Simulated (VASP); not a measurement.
A run of VASP 6.6.1 is set up as follows.

INCAR

```
SYSTEM = SrTiO3
  PREC = Accurate
  ENCUT = 520
  EDIFF = 1E-8
  ISMEAR = -1
  SIGMA = 0.05
  LREAL = .FALSE.
  LASPH = .TRUE.
  NELM = 80
  ALGO = Normal
  ISIF = 2
  LWAVE = .FALSE.
  LCHARG = .FALSE.
  GGA = PE
  LEFG = .TRUE.
  NBANDS = 28
```

File KPOINTS:

```
Automatic mesh
0
G
  7 7 7
  0 0 0
```

The input POSCAR:

```
SrTiO3
1.0
    3.9831000000      0.0000000000      0.0000000000
    0.0000000000      3.9831000000      0.0000000000
    0.0000000000      0.0000000000      3.9050000000
Sr Ti O
1 1 3
Direct
    0.0000000000      0.0000000000      0.0000000000
    0.5000000000      0.5000000000      0.5000000000
    0.0000000000      0.5000000000      0.5000000000
    0.5000000000      0.0000000000      0.5000000000
    0.5000000000      0.5000000000      0.0000000000
```

Potentials or basis: VASP PAW PBE potentials, release 64 (Sr_sv, Ti_sv, O).

Command:

```sh
$ cat potpaw_PBE.64/Sr_sv/POTCAR potpaw_PBE.64/Ti_sv/POTCAR potpaw_PBE.64/O/POTCAR > POTCAR
$ mpirun -np 1 vasp_std > vasp.out
```

Q: Predict the band gap on the k mesh.

A: 1.82 eV, indirect (least direct gap 2.13 eV).

Q: Estimate the pressure.

A: -1.9 GPa.

Electric field gradients, principal values (V/Å²):
```tsv
atom	least	middle	greatest (by size)
1 Sr	1.027	1.027	-2.054
2 Ti	9.325	9.325	-18.649
3 O	-5.709	-12.429	18.137
4 O	-5.709	-12.429	18.137
5 O	-4.834	-4.834	9.668
```

Caveat: the cell differs from its parent crystal (equal xx and yy strain of +2 %); without QUAD_EFG the Cq values of the log hold for a quadrupole moment of 1 mb, not for the nuclei. A k mesh can miss the band edges.
